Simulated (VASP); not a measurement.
# Yb (Pm-3m) in VASP: single point with PBEsol

Aim: the single point of Yb with PBEsol.

Program: VASP 6.6.1. These are calculated values, not measurements. Logs are shortened: lines on timing, memory, paths and dates and some standing lists are left out, and cuts for length are marked.

## Step 1: The cell of the first run

The structure is cubic, space group Pm-3m (No. 221). Conventional cell: a = 4.088 Å, b = 4.088 Å, c = 4.088 Å, α = 90.00°, β = 90.00°, γ = 90.00°. Yb (site symmetry m-3m) has 6 Yb at 4.09 Å within 5.4 Å.

This isn't the form of Yb at room conditions, which is fcc.

## Step 2: Single point, PBEsol

The input, INCAR:

```
SYSTEM = Yb
ALGO = Normal ; EDIFF = 1E-6
ENCUT = 600 ; GGA = PS
GGA_COMPAT = .False. ; ISIF = 2
ISMEAR = 0 ; LASPH = .True.
LCHARG = .False. ; LMAXMIX = 6
LREAL = .False. ; LWAVE = .False.
NBANDS = 18 ; NELM = 200
PREC = Accurate ; SIGMA = 0.1
```

The input, KPOINTS:

```
k-points
0
Gamma
  6 6 6
  0 0 0
```

The input, POSCAR:

```
Yb
1.0
    4.0880000000      0.0000000000      0.0000000000
    0.0000000000      4.0880000000      0.0000000000
    0.0000000000      0.0000000000      4.0880000000
Yb
1
Direct
    0.0000000000      0.0000000000      0.0000000000
```

Potentials or basis: VASP PAW PBE potentials, release 64 (Yb).

Launch:

```sh
$ cat potpaw_PBE.64/Yb/POTCAR > POTCAR
$ mpirun -np 1 vasp_std > vasp.out
```

OUTCAR:

```text
SYSTEM = Yb
   EDIFF = 1E-6
   ENCUT = 600
   GGA = PS
   ISIF = 2
   ISMEAR = 0
   LASPH = .True.
   LREAL = .False.
   NELM = 200
   PREC = Accurate

 ion  position               nearest neighbor table
   1  0.000  0.000  0.000-

  LATTYP: Found a simple cubic cell.
 ALAT       =     4.0880000000

  Lattice vectors:

 A1 = (   4.0880000000,   0.0000000000,   0.0000000000)
 A2 = (   0.0000000000,   4.0880000000,   0.0000000000)
 A3 = (   0.0000000000,   0.0000000000,   4.0880000000)

Analysis of symmetry for initial positions (statically):
=====================================================================
 Subroutine PRICEL returns:
 Original cell was already a primitive cell.

 Routine SETGRP: Setting up the symmetry group for a
 simple cubic supercell.

 Subroutine GETGRP returns: Found 48 space group operations
 (whereof 48 operations were pure point group operations)
 out of a pool of 48 trial point group operations.

The static configuration has the point symmetry O_h .

Analysis of symmetry for dynamics (positions and initial velocities):
=====================================================================
 Subroutine PRICEL returns:
 Original cell was already a primitive cell.

 Routine SETGRP: Setting up the symmetry group for a
 simple cubic supercell.

 Subroutine GETGRP returns: Found 48 space group operations
 (whereof 48 operations were pure point group operations)
 out of a pool of 48 trial point group operations.

The dynamic configuration has the point symmetry O_h .

 Subroutine INISYM returns: Found 48 space group operations
 (whereof 48 operations are pure point group operations),
 and found     1 'primitive' translations

----------------------------------------------------------------------------------------

                                     Primitive cell

  volume of cell :      68.3176

  direct lattice vectors                    reciprocal lattice vectors
     4.088000000  0.000000000  0.000000000     0.244618395  0.000000000  0.000000000
     0.000000000  4.088000000  0.000000000     0.000000000  0.244618395  0.000000000
     0.000000000  0.000000000  4.088000000     0.000000000  0.000000000  0.244618395

  length of vectors
     4.088000000  4.088000000  4.088000000     0.244618395  0.244618395  0.244618395

  position of ions in fractional coordinates (direct lattice)
     0.000000000  0.000000000  0.000000000

  ion indices of the primitive-cell ions
   primitive index   ion index
                 1           1

----------------------------------------------------------------------------------------

 KPOINTS: k-points

Automatic generation of k-mesh.
 Grid dimensions read from file:
 generate k-points for:    6    6    6

 Generating k-lattice:

  Cartesian coordinates                     Fractional coordinates (reciprocal lattice)
     0.040769733  0.000000000  0.000000000     0.166666667  0.000000000  0.000000000
     0.000000000  0.040769733  0.000000000     0.000000000  0.166666667  0.000000000
     0.000000000  0.000000000  0.040769733     0.000000000  0.000000000  0.166666667

  Length of vectors
     0.040769733  0.040769733  0.040769733

  Shift w.r.t. Gamma in fractional coordinates (k-lattice)
     0.000000000  0.000000000  0.000000000

 Subroutine IBZKPT returns following result:
 ===========================================

 Found     20 irreducible k-points:

 Following reciprocal coordinates:
            Coordinates               Weight
  0.000000  0.000000  0.000000      1.000000
  0.166667  0.000000  0.000000      6.000000
  0.333333  0.000000  0.000000      6.000000
  0.500000  0.000000  0.000000      3.000000
  0.166667  0.166667  0.000000     12.000000
  0.333333  0.166667  0.000000     24.000000
[... 12 lines left out ...]
  0.500000  0.500000  0.333333      6.000000
  0.500000  0.500000  0.500000      1.000000
   k-points           NKPTS =     20   k-points in BZ     NKDIM =     20   number of bands    NBANDS=     18
   number of dos      NEDOS =    301   number of ions     NIONS =      1
   total plane-waves  NPLWV =  46656
   dimension x,y,z NGX =    36 NGY =   36 NGZ =   36
   dimension x,y,z NGXF=    72 NGYF=   72 NGZF=   72
   ions per type =               1
   NGX,Y,Z   is equivalent  to a cutoff of  14.64, 14.64, 14.64 a.u.
   NGXF,Y,Z  is equivalent  to a cutoff of  29.28, 29.28, 29.28 a.u.
 SYSTEM =  Yb
   PREC   = accura    normal or accurate (medium, high low for compatibility)
   ISTART =      0    job   : 0-new  1-cont  2-samecut
   ICHARG =      2    charge: 1-file 2-atom 10-const
   ISPIN  =      1    spin polarized calculation?
   LNONCOLLINEAR =      F non collinear calculations
   LSORBIT =      F    spin-orbit coupling
   LASPH  =      T    aspherical Exc in radial PAW
   ENCUT  =  600.0 eV  44.10 Ry    6.64 a.u.   8.16  8.16  8.16*2*pi/ulx,y,z
   NELM   =    200;   NELMIN=  2; NELMDL= -5     # of ELM steps
   EDIFF  = 0.1E-05   stopping-criterion for ELM
   LREAL  =      F    real-space projection
   EDIFFG = 0.1E-04   stopping-criterion for IOM
   NSW    =      0    number of steps for IOM
   IBRION =     -1    ionic relax: 0-MD 1-quasi-New 2-CG
   NFREE  =      0    steps in history (QN), initial steepest desc. (CG)
   ISIF   =      2    stress and relaxation
   ISYM   =      2    0-nonsym 1-usesym 2-fastsym
   POTIM  = 0.5000    time-step for ionic-motion
   TEBEG  =    0.0;   TEEND  =   0.0 temperature during run
   PSTRESS=    0.0 pullay stress
   NELECT =      24.0000    total number of electrons
   NUPDOWN=      -1.0000    fix difference up-down
   EMIN   =  10.00;   EMAX   =-10.00  energy-range for DOS
   EFERMI =   0.00;   METHOD = LEGACY
   ISMEAR =     0;   SIGMA  =   0.10  broadening in eV -4-tet -1-fermi 0-gaus
   EFERMI_NEDOS =   21; number of points for ismear=-14 and -15
   IALGO  =     38    algorithm
   IMIX   =      4    mixing-type and parameters
     AMIX     =   0.40;   BMIX     =  1.00
     AMIX_MAG =   1.60;   BMIX_MAG =  1.00
  volume/ion in A,a.u.               =      68.32       461.03
  Fermi-wavevector in a.u.,A,eV,Ry     =   1.155139  2.182897 18.154890  1.334347
  Thomas-Fermi vector in A             =   2.291770
   LORBIT       =      0    0 simple, 1 ext, 2 COOP (PROOUT), +10 PAW based schemes
   GGA     = PS    functional components
   LHFCALC =     F    Hartree Fock is set to
   AEXX    =    0.0000 exact exchange contribution
   IVDW    =     0    specifies the selected vdW correction
   LEPSILON=     F    determine dielectric tensor
   LRPA    =     F    only Hartree local field effects (RPA)
 non-spin polarized calculation
 Gauss-broadening in eV      SIGMA  =   0.10
  energy-cutoff  :      600.00
  volume of cell :       68.32
 maximum number of plane-waves:      2301
 NGX is ok and might be reduce to    36
   NGX = 17   NGY = 17   NGZ = 17

 number of electron      24.0000011 magnetization

 Free energy of the ion-electron system (eV)
  ---------------------------------------------------
  ext. energy  EPLUGINS =         0.00000000
  ---------------------------------------------------
  free energy    TOTEN  =        -2.91169981 eV

  energy without entropy =       -2.89943090  energy(sigma->0) =       -2.90556535

 E-fermi :  -0.3578     XC(G=0):  -7.0626

 val. band max:       -0.4479847426   @ k =   0.5000   0.3333   0.1667
 cond. band min:      -0.3452264989   @ k =   0.5000   0.3333   0.0000
 fundamental gap:      0.1027582437
 Fermi energy:        -0.3577641814

 k-point     1 :       0.0000    0.0000    0.0000
  band No.  band energies     occupation
      1     -52.4591      2.00000
      2     -24.8511      2.00000
      3     -24.8511      2.00000
      4     -24.8511      2.00000
      5      -3.9933      2.00000
      6      -0.5796      1.99829
[... 10 lines left out ...]
     17       4.1152      0.00000
     18       5.9713      0.00000

 k-point     2 :       0.1667    0.0000    0.0000
  band No.  band energies     occupation
      1     -52.4588      2.00000
      2     -24.8667      2.00000
      3     -24.8499      2.00000
      4     -24.8499      2.00000
      5      -3.7000      2.00000
      6      -0.5853      1.99871
[... 10 lines left out ...]
     17       4.1498      0.00000
     18       4.7739      0.00000

 k-point     3 :       0.3333    0.0000    0.0000
  band No.  band energies     occupation
      1     -52.4582      2.00000
      2     -24.8977      2.00000
      3     -24.8474      2.00000
      4     -24.8474      2.00000
      5      -2.9089      2.00000
      6      -0.6024      1.99946
[... 10 lines left out ...]
     17       4.2206      0.00000
     18       4.3229      0.00000

 k-point     4 :       0.5000    0.0000    0.0000
  band No.  band energies     occupation
      1     -52.4579      2.00000
      2     -24.9131      2.00000
      3     -24.8462      2.00000
      4     -24.8462      2.00000
      5      -2.1904      2.00000
      6      -0.7147      2.00000
[... 10 lines left out ...]
     17       4.2569      0.00000
     18       4.6905      0.00000

 k-point     5 :       0.1667    0.1667    0.0000
  band No.  band energies     occupation
      1     -52.4585      2.00000
      2     -24.8657      2.00000
      3     -24.8651      2.00000
      4     -24.8486      2.00000
      5      -3.4059      2.00000
      6      -0.5853      1.99871
[... 10 lines left out ...]
     17       3.8054      0.00000
     18       5.2972      0.00000

 k-point     6 :       0.3333    0.1667    0.0000
  band No.  band energies     occupation
      1     -52.4579      2.00000
      2     -24.8962      2.00000
      3     -24.8628      2.00000
      4     -24.8462      2.00000
      5      -2.6103      2.00000
      6      -0.6002      1.99939
[... 223 lines left out ...]
 k-point    17 :       0.3333    0.3333    0.3333
  band No.  band energies     occupation
      1     -52.4563      2.00000
      2     -24.8896      2.00000
      3     -24.8888      2.00000
      4     -24.8888      2.00000
      5      -0.7969      2.00000
      6      -0.5895      1.99895
[... 10 lines left out ...]
     17       2.4907      0.00000
     18       5.8681      0.00000

 k-point    18 :       0.5000    0.3333    0.3333
  band No.  band energies     occupation
      1     -52.4560      2.00000
      2     -24.9041      2.00000
      3     -24.8879      2.00000
      4     -24.8874      2.00000
      5      -0.5993      1.99936
      6      -0.5951      1.99921
[... 10 lines left out ...]
     17       3.1353      0.00000
     18       4.8567      0.00000

 k-point    19 :       0.5000    0.5000    0.3333
  band No.  band energies     occupation
      1     -52.4557      2.00000
      2     -24.9026      2.00000
      3     -24.9026      2.00000
      4     -24.8863      2.00000
      5      -0.5929      1.99911
      6      -0.5929      1.99911
[... 10 lines left out ...]
     17       3.2238      0.00000
     18       4.6800      0.00000

 k-point    20 :       0.5000    0.5000    0.5000
  band No.  band energies     occupation
      1     -52.4554      2.00000
      2     -24.9011      2.00000
      3     -24.9011      2.00000
      4     -24.9011      2.00000
      5      -0.5929      1.99912
      6      -0.5912      1.99904
[... 10 lines left out ...]
     17       3.2915      0.00000
     18       4.2344      0.00000

------------------------ aborting loop because EDIFF is reached ----------------------------------------

  FORCE on cell =-STRESS in cart. coord.  units (eV):
  Direction    XX          YY          ZZ          XY          YZ          ZX
  --------------------------------------------------------------------------------------
  -------------------------------------------------------------------------------------
  Total       -0.9213220     -0.9213220     -0.9213220      0.0000000      0.0000000     -0.0000000
  in kB      -21.6067455    -21.6067455    -21.6067455      0.0000000      0.0000000     -0.0000000
  external PRESSURE =     -21.6067455 kB  Pullay stress =       0.0000000 kB

 VOLUME and BASIS-vectors are now :
 -----------------------------------------------------------------------------
  energy-cutoff  :      600.00
  volume of cell :       68.32
      direct lattice vectors                 reciprocal lattice vectors
     4.088000000  0.000000000  0.000000000     0.244618395  0.000000000  0.000000000
     0.000000000  4.088000000  0.000000000     0.000000000  0.244618395  0.000000000
     0.000000000  0.000000000  4.088000000     0.000000000  0.000000000  0.244618395

 POSITION                                       TOTAL-FORCE (eV/Angst)
 -----------------------------------------------------------------------------------
      0.00000      0.00000      0.00000         0.000000      0.000000      0.000000
 -----------------------------------------------------------------------------------
    total drift:                                0.000000      0.000000     -0.000000

  FREE ENERGIE OF THE ION-ELECTRON SYSTEM (eV)
  ---------------------------------------------------
  free  energy   TOTEN  =        -2.9116998056 eV

  energy  without entropy=       -2.8994309041  energy(sigma->0) =       -2.90556535
```

Wall time 1.9 min (1 thread of Intel Xeon 8259CL, shared host); peak memory 0.22 GiB.

Results:

```
Free energy            : -2.9117 eV
Pressure               : -2.2 GPa
Band gap on the k mesh : zero (bands 12 and 13 overlap by 1.21 eV)
```

Caveat: the PAW data sets were made with another functional, which shifts forces and pressure a little; spin-orbit coupling is left out, which moves the levels of the heavy elements.

The gap in the log of VASP goes by the Fermi energy; the results here count the filled bands.